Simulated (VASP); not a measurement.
Here is a VASP 6.6.1 calculation.

INCAR

```
PREC = Accurate ; ENCUT = 520
EDIFF = 1E-6 ; ISMEAR = 0
SIGMA = 0.1 ; LREAL = F
LASPH = T ; NELM = 150
ALGO = Fast ; ISIF = 2
LWAVE = F ; LCHARG = T
ISPIN = 2 ; MAGMOM = 0 0 0 0 0 0 0 3.87
LORBIT = 11 ; LMAXMIX = 4
GGA = PE ; LELF = T
LVHAR = T ; NBANDS = 30
```

File KPOINTS:

```
regular mesh
0
Gamma
  10 10 10
```

File POSCAR:

```
CuMoH6
1.0
    4.4250539320      0.0000000000      0.0000000000
    0.0000000000      4.4250539320      0.0000000000
    0.0000000000      0.0000000000      4.4250539320
Cu H Mo
1 6 1
Direct
    0.5000000000      0.5000000000      0.5000000000
    0.9002784923      0.5000000000      0.5000000000
    0.0997215077      0.5000000000      0.5000000000
    0.5000000000      0.9002784923      0.5000000000
    0.5000000000      0.0997215077      0.5000000000
    0.5000000000      0.5000000000      0.9002784923
    0.5000000000      0.5000000000      0.0997215077
    0.0000000000      0.0000000000      0.0000000000
```

Potentials or basis: VASP PAW PBE potentials, release 64 (Cu, H, Mo_sv).

Run with:

```bash
$ cat potpaw_PBE.64/Cu/POTCAR potpaw_PBE.64/H/POTCAR potpaw_PBE.64/Mo_sv/POTCAR > POTCAR
$ mpirun -np 1 vasp_std > vasp.out
```

What does it give for the site moments?

Cu +0.05; H +0.01; Mo +4.13 μB.

Estimate the largest force.

0.043 eV/Å.

What does it give for the net moment?

5.52 μB per cell.

Estimate the pressure.

0.0 GPa.

Forces on the atoms (eV/Å):
```
Cu   0.000  0.000  0.000
H    0.043  0.000  0.000
H   -0.043  0.000  0.000
H    0.000  0.043  0.000
H    0.000 -0.043  0.000
H    0.000  0.000  0.043
H    0.000  0.000 -0.043
Mo   0.000  0.000  0.000
```
